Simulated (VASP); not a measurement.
A run of VASP 6.6.1 is set up as follows.

The input POSCAR:

```
PtS2
1.0
    3.6126921524      0.0000000000      0.0000000000
   -1.8063460762      3.1286831800      0.0000000000
    0.0000000000      0.0000000000      5.1376250896
Pt S
1 2
Direct
    0.0000000000      0.0000000000      0.0000000000
    0.6666666667      0.3333333333      0.7730000000
    0.3333333333      0.6666666667      0.2270000000
```

The input INCAR.step1:

```
SYSTEM = PtS2
PREC = Accurate
ENCUT = 520
ISMEAR = -1
SIGMA = 0.05
LREAL = .FALSE.
LASPH = .TRUE.
NELM = 60
NBANDS = 18
GGA = PE
ALGO = Normal
EDIFF = 1E-4
LWAVE = .TRUE.
LCHARG = .FALSE.
```

Contents of INCAR.step2:

```
SYSTEM = PtS2
PREC = Accurate
ENCUT = 520
EDIFF = 1E-6
ISMEAR = -1
SIGMA = 0.05
LREAL = .FALSE.
LASPH = .TRUE.
NELM = 60
ALGO = Normal
ISIF = 2
LWAVE = .FALSE.
LCHARG = .FALSE.
METAGGA = R2SCAN
LMIXTAU = .TRUE.
NBANDS = 18
ISTART = 1
```

KPOINTS

```
regular mesh
0
G
  7 7 5
  0 0 0
```

Potentials or basis: VASP PAW PBE potentials, release 64 (Pt, S).

Launch:

```bash
$ cat potpaw_PBE.64/Pt/POTCAR potpaw_PBE.64/S/POTCAR > POTCAR
$ cp INCAR.step1 INCAR
$ mpirun -np 1 vasp_std > vasp.out
$ cp INCAR.step2 INCAR
$ mpirun -np 1 vasp_std > vasp.out
```

Question: What does it give for the band gap on the k mesh?

Answer: 0.99 eV, indirect (least direct gap 1.27 eV).

Question: What does it give for the pressure?

Answer: 0.1 GPa.

Question: What does it give for the largest force?

Answer: 0.374 eV/Å.

Forces on the atoms (eV/Å):
```
Pt   0.000  0.000  0.000
S    0.000  0.000 -0.374
S    0.000  0.000  0.374
```

Caveat: the PAW data sets were made with another functional, which shifts forces and pressure a little; spin-orbit coupling is left out, which moves the levels of the heavy elements. r2SCAN opens gaps a little over a GGA but as a rule still falls short of measured ones.
